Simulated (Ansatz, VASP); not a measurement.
Pd in VASP and in Ansatz

```xyz
1
Lattice="2.2169 1.2799 0.9047 -2.2169 1.2799 0.9047 0.0000 -2.5598 0.9047" Properties=species:S:1:pos:R:3 pbc="T T T"
Pd    0.0000    0.0000    1.3570
```

Alike in both runs: functional PBE; k mesh 9 × 9 × 9; occupations gaussian, width 0.1 eV; no spin polarisation.

Ansatz relaxed the structure, and its values are those at the end. VASP's run is a single point on that final structure, the one shown.

|  | VASP | Ansatz |
| --- | --- | --- |
| version | VASP 6.6.1 | Ansatz 0.2.0 |
| potentials or method | VASP PAW PBE potentials, release 64 (Pd), cutoff 520 eV | scalar-relativistic, plane waves, PAW |
| valence electrons in the cell | 10 | 18 |

VASP gave:

```
gap on the k mesh at the Fermi level (eV) : none
pressure (GPa)                            : 0.0
```

Which values does Ansatz return?

gap on the k mesh at the Fermi level (eV): none; pressure (GPa): 0.2.

A gap of «none» marks a metal or a gap that the smearing closes. The functional is the same, so the differences come from potentials, cutoffs and numerics. VASP's potentials hold 10 valence electrons a cell and Ansatz's 18, so a difference there can come from the potentials and not from the codes.
